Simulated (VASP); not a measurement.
# NiO (Fm-3m) in VASP: notebook

The runs below take NiO through relaxation of cell and atoms, single point, with PBEsol.

Everything below comes from runs of VASP 6.6.1. Logs are shortened: lines on timing, memory, paths and dates and some standing lists are left out, and cuts for length are marked.

**Experimental background.**

“Local correlations, non-local screening, multiplets, and band formation in NiO”, 2012, arxiv:1210.6675 quotes, for a bulk crystal of NiO: band gap 4.3 eV.

The runs below are set against these values where they give the same quantity.

## Step 1: The cell of the first run

The structure is cubic, space group Fm-3m (No. 225). Conventional cell: a = 4.106 Å, b = 4.106 Å, c = 4.106 Å, α = 90.00°, β = 90.00°, γ = 90.00°. Ni (site symmetry m-3m) has 6 O at 2.05 Å within 2.7 Å. Within 2.7 Å of O (site symmetry m-3m) lie 6 Ni at 2.05 Å.

## Step 2: Relaxation of cell and atoms, PBEsol, collinear spin, ferromagnetic start

INCAR reads:

```
SYSTEM = NiO
PREC = Accurate
ENCUT = 600
EDIFF = 1E-6
ISMEAR = 0
SIGMA = 0.1
LREAL = .FALSE.
LASPH = .TRUE.
NELM = 150
ALGO = Normal
ISIF = 3
LWAVE = .FALSE.
LCHARG = .FALSE.
ISPIN = 2
MAGMOM = 0.89 0.15
LORBIT = 11
LMAXMIX = 4
GGA = PS
IBRION = 2
NSW = 100
EDIFFG = -0.005
```

KPOINTS reads:

```
regular mesh
0
G
  18 18 18
  0 0 0
```

POSCAR reads:

```
NiO
1.0
    0.0000000000      2.0532342019      2.0532342019
    2.0532342019      0.0000000000      2.0532342019
    2.0532342019      2.0532342019      0.0000000000
Ni O
1 1
Direct
    0.0000000000      0.0000000000      0.0000000000
    0.5000000000      0.5000000000      0.5000000000
```

Potentials or basis: VASP PAW PBE potentials, release 64 (Ni, O).

Started as:

```
$ cat potpaw_PBE.64/Ni/POTCAR potpaw_PBE.64/O/POTCAR > POTCAR
$ mpirun -np 1 vasp_std > vasp.out
```

OUTCAR:

```text
SYSTEM = NiO
   PREC = Accurate
   ENCUT = 600
   EDIFF = 1E-6
   ISMEAR = 0
   LREAL = .FALSE.
   LASPH = .TRUE.
   NELM = 150
   ISIF = 3
   ISPIN = 2
   LORBIT = 11
   GGA = PS
   IBRION = 2
   NSW = 100
   EDIFFG = -0.005

 ion  position               nearest neighbor table
   1  0.000  0.000  0.000-   2 2.05   2 2.05   2 2.05   2 2.05   2 2.05   2 2.05
   2  0.500  0.500  0.500-   1 2.05   1 2.05   1 2.05   1 2.05   1 2.05   1 2.05

  LATTYP: Found a face centered cubic cell.
 ALAT       =     4.1064684038

  Lattice vectors:

 A1 = (   0.0000000000,   2.0532342019,   2.0532342019)
 A2 = (   2.0532342019,   0.0000000000,   2.0532342019)
 A3 = (   2.0532342019,   2.0532342019,   0.0000000000)

Analysis of symmetry for initial positions (statically):
=====================================================================
 Subroutine PRICEL returns:
 Original cell was already a primitive cell.

 Routine SETGRP: Setting up the symmetry group for a
 face centered cubic supercell.

 Subroutine GETGRP returns: Found 48 space group operations
 (whereof 48 operations were pure point group operations)
 out of a pool of 48 trial point group operations.

The static configuration has the point symmetry O_h .

Analysis of symmetry for dynamics (positions and initial velocities):
=====================================================================
 Subroutine PRICEL returns:
 Original cell was already a primitive cell.

 Routine SETGRP: Setting up the symmetry group for a
 face centered cubic supercell.

 Subroutine GETGRP returns: Found 48 space group operations
 (whereof 48 operations were pure point group operations)
 out of a pool of 48 trial point group operations.

The dynamic configuration has the point symmetry O_h .

Analysis of structural, dynamic, and magnetic symmetry:
=====================================================================
 Subroutine PRICEL returns:
 Original cell was already a primitive cell.

 Routine SETGRP: Setting up the symmetry group for a
 face centered cubic supercell.

 Subroutine GETGRP returns: Found 48 space group operations
 (whereof 48 operations were pure point group operations)
 out of a pool of 48 trial point group operations.

The overall configuration has the point symmetry O_h .

 Subroutine INISYM returns: Found 48 space group operations
 (whereof 48 operations are pure point group operations),
 and found     1 'primitive' translations

----------------------------------------------------------------------------------------

                                     Primitive cell

  volume of cell :      17.3119

  direct lattice vectors                    reciprocal lattice vectors
     0.000000000  2.053234202  2.053234202    -0.243518250  0.243518250  0.243518250
     2.053234202  0.000000000  2.053234202     0.243518250 -0.243518250  0.243518250
     2.053234202  2.053234202  0.000000000     0.243518250  0.243518250 -0.243518250

  length of vectors
     2.903711655  2.903711655  2.903711655     0.421785982  0.421785982  0.421785982

  position of ions in fractional coordinates (direct lattice)
     0.000000000  0.000000000  0.000000000
     0.500000000  0.500000000  0.500000000

  ion indices of the primitive-cell ions
   primitive index   ion index
                 1           1
                 2           2

----------------------------------------------------------------------------------------

 KPOINTS: regular mesh

Automatic generation of k-mesh.
 Grid dimensions read from file:
 generate k-points for:   18   18   18

 Generating k-lattice:

  Cartesian coordinates                     Fractional coordinates (reciprocal lattice)
    -0.013528792  0.013528792  0.013528792     0.055555556  0.000000000  0.000000000
     0.013528792 -0.013528792  0.013528792     0.000000000  0.055555556  0.000000000
     0.013528792  0.013528792 -0.013528792     0.000000000  0.000000000  0.055555556

  Length of vectors
     0.023432555  0.023432555  0.023432555

  Shift w.r.t. Gamma in fractional coordinates (k-lattice)
     0.000000000  0.000000000  0.000000000

 Subroutine IBZKPT returns following result:
 ===========================================

 Found    195 irreducible k-points:

 Following reciprocal coordinates:
            Coordinates               Weight
  0.000000  0.000000  0.000000      1.000000
  0.055556  0.000000  0.000000      8.000000
  0.111111  0.000000  0.000000      8.000000
  0.166667  0.000000  0.000000      8.000000
  0.222222  0.000000  0.000000      8.000000
  0.277778  0.000000  0.000000      8.000000
[... 16 lines left out ...]
 -0.277778  0.055556  0.000000     24.000000
 -0.222222  0.055556  0.000000     24.000000
 [... further k-points ...]
   k-points           NKPTS =    195   k-points in BZ     NKDIM =    195   number of bands    NBANDS=     13
   number of dos      NEDOS =    301   number of ions     NIONS =      2
   total plane-waves  NPLWV =  13824
   dimension x,y,z NGX =    24 NGY =   24 NGZ =   24
   dimension x,y,z NGXF=    48 NGYF=   48 NGZF=   48
   ions per type =               1   1
   NGX,Y,Z   is equivalent  to a cutoff of  13.74, 13.74, 13.74 a.u.
   NGXF,Y,Z  is equivalent  to a cutoff of  27.48, 27.48, 27.48 a.u.
 SYSTEM =  NiO
   PREC   = accura    normal or accurate (medium, high low for compatibility)
   ISTART =      0    job   : 0-new  1-cont  2-samecut
   ICHARG =      2    charge: 1-file 2-atom 10-const
   ISPIN  =      2    spin polarized calculation?
   LNONCOLLINEAR =      F non collinear calculations
   LSORBIT =      F    spin-orbit coupling
   LASPH  =      T    aspherical Exc in radial PAW
   ENCUT  =  600.0 eV  44.10 Ry    6.64 a.u.   5.80  5.80  5.80*2*pi/ulx,y,z
   NELM   =    150;   NELMIN=  2; NELMDL= -5     # of ELM steps
   EDIFF  = 0.1E-05   stopping-criterion for ELM
   LREAL  =      F    real-space projection
   EDIFFG = -.5E-02   stopping-criterion for IOM
   NSW    =    100    number of steps for IOM
   IBRION =      2    ionic relax: 0-MD 1-quasi-New 2-CG
   NFREE  =      1    steps in history (QN), initial steepest desc. (CG)
   ISIF   =      3    stress and relaxation
   ISYM   =      2    0-nonsym 1-usesym 2-fastsym
   POTIM  = 0.5000    time-step for ionic-motion
   TEBEG  =    0.0;   TEEND  =   0.0 temperature during run
   PSTRESS=    0.0 pullay stress
   NELECT =      16.0000    total number of electrons
   NUPDOWN=      -1.0000    fix difference up-down
   EMIN   =  10.00;   EMAX   =-10.00  energy-range for DOS
   EFERMI =   0.00;   METHOD = LEGACY
   ISMEAR =     0;   SIGMA  =   0.10  broadening in eV -4-tet -1-fermi 0-gaus
   EFERMI_NEDOS =   21; number of points for ismear=-14 and -15
   IALGO  =     38    algorithm
   IMIX   =      4    mixing-type and parameters
     AMIX     =   0.40;   BMIX     =  1.00
     AMIX_MAG =   1.60;   BMIX_MAG =  1.00
  volume/ion in A,a.u.               =       8.66        58.41
  Fermi-wavevector in a.u.,A,eV,Ry     =   1.594654  3.013458 34.598525  2.542920
  Thomas-Fermi vector in A             =   2.692694
   LORBIT       =     11    0 simple, 1 ext, 2 COOP (PROOUT), +10 PAW based schemes
   GGA     = PS    functional components
   LHFCALC =     F    Hartree Fock is set to
   AEXX    =    0.0000 exact exchange contribution
   IVDW    =     0    specifies the selected vdW correction
   LEPSILON=     F    determine dielectric tensor
   LRPA    =     F    only Hartree local field effects (RPA)
 conjugate gradient relaxation of ions
 spin polarized calculation
 Gauss-broadening in eV      SIGMA  =   0.10
  energy-cutoff  :      600.00
  volume of cell :       17.31
 maximum number of plane-waves:       589
   NGX = 11   NGY = 11   NGZ = 11

--------------------------------------- Ionic step        1  -------------------------------------------

 number of electron      15.9999989 magnetization       0.9123547

 Free energy of the ion-electron system (eV)
  ---------------------------------------------------
  ext. energy  EPLUGINS =         0.00000000
  ---------------------------------------------------
  free energy    TOTEN  =       -12.40032785 eV

  energy without entropy =      -12.39064463  energy(sigma->0) =      -12.39548624

------------------------ aborting loop because EDIFF is reached ----------------------------------------

  FORCE on cell =-STRESS in cart. coord.  units (eV):
  Direction    XX          YY          ZZ          XY          YZ          ZX
  --------------------------------------------------------------------------------------
  -------------------------------------------------------------------------------------
  Total       -0.0520655     -0.0520655     -0.0520655      0.0000000      0.0000000      0.0000000
  in kB       -4.8185362     -4.8185362     -4.8185362      0.0000000      0.0000000      0.0000000
  external PRESSURE =      -4.8185362 kB  Pullay stress =       0.0000000 kB
[... 57 lines left out ...]
  energy  without entropy=      -12.3913403353  energy(sigma->0) =      -12.39587003

--------------------------------------- Ionic step        3  -------------------------------------------

 number of electron      15.9999990 magnetization       0.8629608

 Free energy of the ion-electron system (eV)
  ---------------------------------------------------
  ext. energy  EPLUGINS =         0.00000000
  ---------------------------------------------------
  free energy    TOTEN  =       -12.40040680 eV

  energy without entropy =      -12.39133640  energy(sigma->0) =      -12.39587160

 E-fermi :   8.5407     XC(G=0): -13.2620

 val. band max:        8.5395380618   @ k =  -0.3333   0.3333   0.0000
 cond. band min:       8.5435247558   @ k =  -0.4444   0.3333   0.1111
 fundamental gap:      0.0039866940
 Fermi energy:         8.5407118620

 spin component 1

 k-point     1 :       0.0000    0.0000    0.0000
  band No.  band energies     occupation
      1     -12.4157      1.00000
      2       5.1660      1.00000
      3       5.1660      1.00000
      4       5.1660      1.00000
      5       6.1497      1.00000
      6       6.1497      1.00000
      7       6.2052      1.00000
      8       6.2053      1.00000
      9       6.2053      1.00000
     10      10.3185      0.00000
     11      26.3111      0.00000
     12      27.8106      0.00000
     13      27.8106      0.00000
[... 353 lines left out ...]
 k-point    24 :      -0.2222    0.0556    0.0000
  band No.  band energies     occupation
      1     -11.7352      1.00000
      2       2.0086      1.00000
      3       3.2741      1.00000
      4       3.5192      1.00000
      5       6.5514      1.00000
      6       6.6013      1.00000
      7       6.9441      1.00000
      8       7.8384      1.00000
      9       8.4395      0.92381
     10      13.0326      0.00000
     11      21.1144      0.00000
     12      24.6624      0.00000
     13      25.6186      0.00000

 [... further k-points ...]

 spin component 2

 k-point     1 :       0.0000    0.0000    0.0000
  band No.  band energies     occupation
      1     -12.2275      1.00000
      2       5.3868      1.00000
      3       5.3868      1.00000
      4       5.3868      1.00000
      5       6.6591      1.00000
      6       6.6591      1.00000
      7       6.6591      1.00000
      8       7.3145      1.00000
      9       7.3145      1.00000
     10      10.4909      0.00000
     11      26.3012      0.00000
     12      27.9473      0.00000
     13      27.9474      0.00000
[... 397 lines left out ...]
  FREE ENERGIE OF THE ION-ELECTRON SYSTEM (eV)
  ---------------------------------------------------
  free  energy   TOTEN  =       -12.4004067977 eV

  energy  without entropy=      -12.3913364038  energy(sigma->0) =      -12.39587160

 reached required accuracy - stopping structural energy minimisation

 total charge

# of ion       s       p       d       tot
------------------------------------------
    1        0.351   0.442   8.360   9.153
    2        1.559   3.386   0.000   4.944
--------------------------------------------------
tot          1.909   3.828   8.360  14.098

 magnetization (x)

# of ion       s       p       d       tot
------------------------------------------
    1        0.008   0.010   0.714   0.733
    2        0.017   0.093   0.000   0.110
--------------------------------------------------
tot          0.026   0.103   0.714   0.843
```

It took 1.7 min on 1 thread of Intel Xeon 6975P-C (Granite Rapids), shared host; peak memory 0.22 GiB.

Results:

```
Free energy                                           : -12.4004 eV
Relaxed volume                                        : 8.63 Å³/atom
Relaxed cell                                          : a = 2.901 Å, b = 2.901 Å, c = 2.901 Å, α = 60.00°, β = 60.00°, γ = 60.00°
Space group after relaxing (to 0.05 Å)                : Fm-3m (No. 225)
Energy gained by relaxing                             : 0.0 meV/atom
Ionic steps                                           : 3
Pressure after relaxing                               : -0.1 GPa
Net moment                                            : 0.86 μB per cell
Site moments                                          : Ni +0.73; O +0.11 μB
Valence electrons inside the program's atomic spheres : Ni 9.15; O 4.94
```

Final structure:
```
CELL_PARAMETERS angstrom
0.00000 2.05129 2.05129
2.05129 0.00000 2.05129
2.05129 2.05129 0.00000
ATOMIC_POSITIONS crystal
Ni 0.00000 0.00000 0.00000
O 0.50000 0.50000 0.50000
```

Caveat: the PAW data sets were made with another functional, which shifts forces and pressure a little; a cell with one magnetic atom can't hold antiferromagnetic order, which such compounds often take; semilocal functionals often make such compounds metallic where correlation or magnetic order opens a gap, which also shifts bond lengths.

(Part 1 of 2 ends here.)
